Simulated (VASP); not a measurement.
# Y (P6_3/mmc) in VASP: notebook

The runs below take Y through single point, relaxation of cell and atoms, with BLYP, r2SCAN, LDA, RPBE, revPBE.

Everything below comes from runs of VASP 6.6.1. Logs are shortened: lines on timing, memory, paths and dates and some standing lists are left out, and cuts for length are marked.

**1. The cell of the first run**

It takes space group P6_3/mmc (No. 194, hexagonal). Conventional cell: a = 3.686 Å, b = 3.686 Å, c = 5.738 Å, α = 90.00°, β = 90.00°, γ = 120.00°. Y (site symmetry -6m2) has 12 Y at 3.57 to 3.69 Å within 4.7 Å.

**2. Single point, BLYP**

INCAR

```
AGGAC = 1.0
AGGAX = 1.0
ALDAC = 0.0
ALDAX = 1.0
ALGO = Normal
EDIFF = 1E-7
ENCUT = 520
GGA = B5
ISIF = 2
ISMEAR = -1
LASPH = T
LCHARG = T
LELF = T
LREAL = F
LVHAR = T
LWAVE = F
NBANDS = 18
NELM = 80
PREC = Accurate
SIGMA = 0.05
```

KPOINTS

```
k-points
0
Gamma
  8 8 5
```

POSCAR

```
Y
1.0
    3.6862363852      0.0000000000      0.0000000000
   -1.8431181926      3.1923743540      0.0000000000
    0.0000000000      0.0000000000      5.7381339032
Y
2
Direct
    0.6666666667      0.3333333333      0.7500000000
    0.3333333333      0.6666666667      0.2500000000
```

Potentials or basis: VASP PAW PBE potentials, release 64 (Y_sv).

Run with:

```
> cat potpaw_PBE.64/Y_sv/POTCAR > POTCAR
> mpirun -np 1 vasp_std > vasp.out
```

OUTCAR:

```text
EDIFF = 1E-7
   ENCUT = 520
   GGA = B5
   ISIF = 2
   ISMEAR = -1
   LASPH = T
   LREAL = F
   NELM = 80
   PREC = Accurate

 ion  position               nearest neighbor table
   1  0.667  0.333  0.750-   2 3.57   2 3.57   2 3.57   2 3.57   2 3.57   2 3.57
   2  0.333  0.667  0.250-   1 3.57   1 3.57   1 3.57   1 3.57   1 3.57   1 3.57

  LATTYP: Found a hexagonal cell.
 ALAT       =     3.6862363852
 C/A-ratio  =     1.5566375304

  Lattice vectors:

 A1 = (   3.6862363852,   0.0000000000,   0.0000000000)
 A2 = (  -1.8431181926,   3.1923743540,   0.0000000000)
 A3 = (   0.0000000000,   0.0000000000,   5.7381339032)

Analysis of symmetry for initial positions (statically):
=====================================================================
 Subroutine PRICEL returns:
 Original cell was already a primitive cell.

 Routine SETGRP: Setting up the symmetry group for a
 hexagonal supercell.

 Subroutine GETGRP returns: Found 24 space group operations
 (whereof 12 operations were pure point group operations)
 out of a pool of 24 trial point group operations.

The static configuration has the point symmetry D_3d.
 The point group associated with its full space group is D_6h.

Analysis of symmetry for dynamics (positions and initial velocities):
=====================================================================
 Subroutine PRICEL returns:
 Original cell was already a primitive cell.

 Routine SETGRP: Setting up the symmetry group for a
 hexagonal supercell.

 Subroutine GETGRP returns: Found 24 space group operations
 (whereof 12 operations were pure point group operations)
 out of a pool of 24 trial point group operations.

The dynamic configuration has the point symmetry D_3d.
 The point group associated with its full space group is D_6h.

 Subroutine INISYM returns: Found 24 space group operations
 (whereof 12 operations are pure point group operations),
 and found     1 'primitive' translations

----------------------------------------------------------------------------------------

                                     Primitive cell

  volume of cell :      67.5255

  direct lattice vectors                    reciprocal lattice vectors
     3.686236385  0.000000000  0.000000000     0.271279401  0.156623235  0.000000000
    -1.843118193  3.192374354  0.000000000     0.000000000  0.313246471  0.000000000
     0.000000000  0.000000000  5.738133903     0.000000000  0.000000000  0.174272685

  length of vectors
     3.686236385  3.686236385  5.738133903     0.313246471  0.313246471  0.174272685

  position of ions in fractional coordinates (direct lattice)
     0.666666667  0.333333333  0.750000000
     0.333333333  0.666666667  0.250000000

  ion indices of the primitive-cell ions
   primitive index   ion index
                 1           1
                 2           2

----------------------------------------------------------------------------------------

 KPOINTS: k-points

Automatic generation of k-mesh.
 Grid dimensions read from file:
 generate k-points for:    8    8    5

 Generating k-lattice:

  Cartesian coordinates                     Fractional coordinates (reciprocal lattice)
     0.033909925  0.019577904  0.000000000     0.125000000  0.000000000  0.000000000
     0.000000000  0.039155809  0.000000000     0.000000000  0.125000000  0.000000000
     0.000000000  0.000000000  0.034854537     0.000000000  0.000000000  0.200000000

  Length of vectors
     0.039155809  0.039155809  0.034854537

  Shift w.r.t. Gamma in fractional coordinates (k-lattice)
     0.000000000  0.000000000  0.000000000

 Subroutine IBZKPT returns following result:
 ===========================================

 Found     30 irreducible k-points:

 Following reciprocal coordinates:
            Coordinates               Weight
  0.000000  0.000000  0.000000      1.000000
  0.125000  0.000000  0.000000      6.000000
  0.250000  0.000000  0.000000      6.000000
  0.375000  0.000000  0.000000      6.000000
  0.500000  0.000000  0.000000      3.000000
  0.125000  0.125000  0.000000      6.000000
[... 16 lines left out ...]
  0.250000  0.000000  0.400000     12.000000
  0.375000  0.000000  0.400000     12.000000
 [... further k-points ...]
   k-points           NKPTS =     30   k-points in BZ     NKDIM =     30   number of bands    NBANDS=     18
   number of dos      NEDOS =    301   number of ions     NIONS =      2
   total plane-waves  NPLWV =  37632
   dimension x,y,z NGX =    28 NGY =   28 NGZ =   48
   dimension x,y,z NGXF=    56 NGYF=   56 NGZF=   96
   ions per type =               2
   NGX,Y,Z   is equivalent  to a cutoff of  12.63, 12.63, 13.91 a.u.
   NGXF,Y,Z  is equivalent  to a cutoff of  25.26, 25.26, 27.81 a.u.
 SYSTEM =  unknown system
   PREC   = accura    normal or accurate (medium, high low for compatibility)
   ISTART =      0    job   : 0-new  1-cont  2-samecut
   ICHARG =      2    charge: 1-file 2-atom 10-const
   ISPIN  =      1    spin polarized calculation?
   LNONCOLLINEAR =      F non collinear calculations
   LSORBIT =      F    spin-orbit coupling
   LASPH  =      T    aspherical Exc in radial PAW
   ENCUT  =  520.0 eV  38.22 Ry    6.18 a.u.   6.85  6.85 10.67*2*pi/ulx,y,z
   NELM   =     80;   NELMIN=  2; NELMDL= -5     # of ELM steps
   EDIFF  = 0.1E-06   stopping-criterion for ELM
   LREAL  =      F    real-space projection
   EDIFFG = 0.1E-05   stopping-criterion for IOM
   NSW    =      0    number of steps for IOM
   IBRION =     -1    ionic relax: 0-MD 1-quasi-New 2-CG
   NFREE  =      0    steps in history (QN), initial steepest desc. (CG)
   ISIF   =      2    stress and relaxation
   ISYM   =      2    0-nonsym 1-usesym 2-fastsym
   POTIM  = 0.5000    time-step for ionic-motion
   TEBEG  =    0.0;   TEEND  =   0.0 temperature during run
   PSTRESS=    0.0 pullay stress
   NELECT =      22.0000    total number of electrons
   NUPDOWN=      -1.0000    fix difference up-down
   EMIN   =  10.00;   EMAX   =-10.00  energy-range for DOS
   EFERMI =   0.00;   METHOD = LEGACY
   ISMEAR =    -1;   SIGMA  =   0.05  broadening in eV -4-tet -1-fermi 0-gaus
   EFERMI_NEDOS =   21; number of points for ismear=-14 and -15
   IALGO  =     38    algorithm
   IMIX   =      4    mixing-type and parameters
     AMIX     =   0.40;   BMIX     =  1.00
     AMIX_MAG =   1.60;   BMIX_MAG =  1.00
  volume/ion in A,a.u.               =      33.76       227.84
  Fermi-wavevector in a.u.,A,eV,Ry     =   1.126488  2.128753 17.265450  1.268975
  Thomas-Fermi vector in A             =   2.263170
   LORBIT       =      0    0 simple, 1 ext, 2 COOP (PROOUT), +10 PAW based schemes
   GGA     = B5    functional components
   LHFCALC =     F    Hartree Fock is set to
   AEXX    =    0.0000 exact exchange contribution
   IVDW    =     0    specifies the selected vdW correction
   LEPSILON=     F    determine dielectric tensor
   LRPA    =     F    only Hartree local field effects (RPA)
 non-spin polarized calculation
  energy-cutoff  :      520.00
  volume of cell :       67.53
 maximum number of plane-waves:      1838
 NGX is ok and might be reduce to    28
   NGX = 13   NGY = 13   NGZ = 21

 number of electron      22.0000000 magnetization

 Free energy of the ion-electron system (eV)
  ---------------------------------------------------
  ext. energy  EPLUGINS =         0.00000000
  ---------------------------------------------------
  free energy    TOTEN  =       -10.91732512 eV

  energy without entropy =      -10.87620798  energy(sigma->0) =      -10.89676655

 E-fermi :   3.3330     XC(G=0):  -8.8081

 val. band max:        3.3300291221   @ k =   0.3750   0.2500   0.4000
 cond. band min:       3.3852228533   @ k =   0.3750   0.0000   0.0000
 fundamental gap:      0.0551937312
 Fermi energy:         3.3329642101

 k-point     1 :       0.0000    0.0000    0.0000
  band No.  band energies     occupation
      1     -39.3960      2.00000
      2     -39.3283      2.00000
      3     -19.7257      2.00000
      4     -19.2980      2.00000
      5     -19.2980      2.00000
      6     -19.2128      2.00000
[... 10 lines left out ...]
     17       5.9071      0.00000
     18       5.9071      0.00000

 k-point     2 :       0.1250    0.0000    0.0000
  band No.  band energies     occupation
      1     -39.3893      2.00000
      2     -39.3262      2.00000
      3     -19.7008      2.00000
      4     -19.3460      2.00000
      5     -19.3146      2.00000
      6     -19.2632      2.00000
[... 10 lines left out ...]
     17       5.7213      0.00000
     18       5.8139      0.00000

 k-point     3 :       0.2500    0.0000    0.0000
  band No.  band energies     occupation
      1     -39.3723      2.00000
      2     -39.3219      2.00000
      3     -19.6337      2.00000
      4     -19.4628      2.00000
      5     -19.3796      2.00000
      6     -19.3525      2.00000
[... 10 lines left out ...]
     17       6.3883      0.00000
     18       6.5715      0.00000

 k-point     4 :       0.3750    0.0000    0.0000
  band No.  band energies     occupation
      1     -39.3530      2.00000
      2     -39.3199      2.00000
      3     -19.5802      2.00000
      4     -19.5476      2.00000
      5     -19.4896      2.00000
      6     -19.3884      2.00000
[... 375 lines left out ...]
      4     -19.4040      2.00000
      5     -19.3008      2.00000
      6     -19.2818      2.00000
[... 10 lines left out ...]
     17       6.9586      0.00000
     18       7.0389      0.00000

 k-point    23 :       0.2500    0.0000    0.4000
  band No.  band energies     occupation
      1     -39.3550      2.00000
      2     -39.3394      2.00000
      3     -19.5772      2.00000
      4     -19.5018      2.00000
      5     -19.3487      2.00000
      6     -19.3125      2.00000
[... 10 lines left out ...]
     17       7.0210      0.00000
     18       7.1665      0.00000

 k-point    24 :       0.3750    0.0000    0.4000
  band No.  band energies     occupation
      1     -39.3415      2.00000
      2     -39.3313      2.00000
      3     -19.6480      2.00000
      4     -19.6068      2.00000
      5     -19.3523      2.00000
      6     -19.3425      2.00000
[... 10 lines left out ...]
     17       7.6000      0.00000
     18       7.6459      0.00000

 [... further k-points ...]
[... 5 lines left out ...]
  --------------------------------------------------------------------------------------
  -------------------------------------------------------------------------------------
  Total       -0.0245812     -0.0245812     -0.0209512      0.0000000      0.0000000      0.0000000
  in kB       -0.5832391     -0.5832391     -0.4971093      0.0000000      0.0000000      0.0000000
  external PRESSURE =      -0.5545292 kB  Pullay stress =       0.0000000 kB

 VOLUME and BASIS-vectors are now :
 -----------------------------------------------------------------------------
  energy-cutoff  :      520.00
  volume of cell :       67.53
      direct lattice vectors                 reciprocal lattice vectors
     3.686236385  0.000000000  0.000000000     0.271279401  0.156623235  0.000000000
    -1.843118193  3.192374354  0.000000000     0.000000000  0.313246471  0.000000000
     0.000000000  0.000000000  5.738133903     0.000000000  0.000000000  0.174272685

 POSITION                                       TOTAL-FORCE (eV/Angst)
 -----------------------------------------------------------------------------------
      1.84312      1.06412      4.30360         0.000000      0.000000      0.000000
     -0.00000      2.12825      1.43453        -0.000000     -0.000000      0.000000
 -----------------------------------------------------------------------------------
    total drift:                               -0.000000      0.000000     -0.000000

  FREE ENERGIE OF THE ION-ELECTRON SYSTEM (eV)
  ---------------------------------------------------
  free  energy   TOTEN  =       -10.9173251186 eV

  energy  without entropy=      -10.8762079786  energy(sigma->0) =      -10.89676655
```

Wall time 2.4 min (1 thread of Oxide Virtual Turin-like, shared host); peak memory 0.18 GiB.

What came out:

| Quantity | Value |
| --- | --- |
| Free energy | -10.9173 eV |
| Pressure | -0.1 GPa |
| Band gap on the k mesh | zero (bands 11 and 12 overlap by 1.43 eV) |

Levels at points of the mesh, in eV from the Fermi level:
| k point | band 7 | band 8 | band 9 | band 10 | band 11 | band 12 | band 13 | band 14 | band 15 | band 16 |
| --- | --- | --- | --- | --- | --- | --- | --- | --- | --- | --- |
| (0.00, 0.00, 0.00) | -22.55 | -22.51 | -4.52 | -1.78 | 1.02 | 1.63 | 1.63 | 1.98 | 2.21 | 2.21 |
| (0.50, 0.00, 0.00) | -22.65 | -22.60 | -1.62 | -1.12 | -0.76 | -0.07 | 1.34 | 1.39 | 2.02 | 4.67 |

Caveat: the PAW data sets were made with another functional, which shifts forces and pressure a little.

[end of part 1 of 2]

The gap in the log of VASP goes by the Fermi energy; the results here count the filled bands.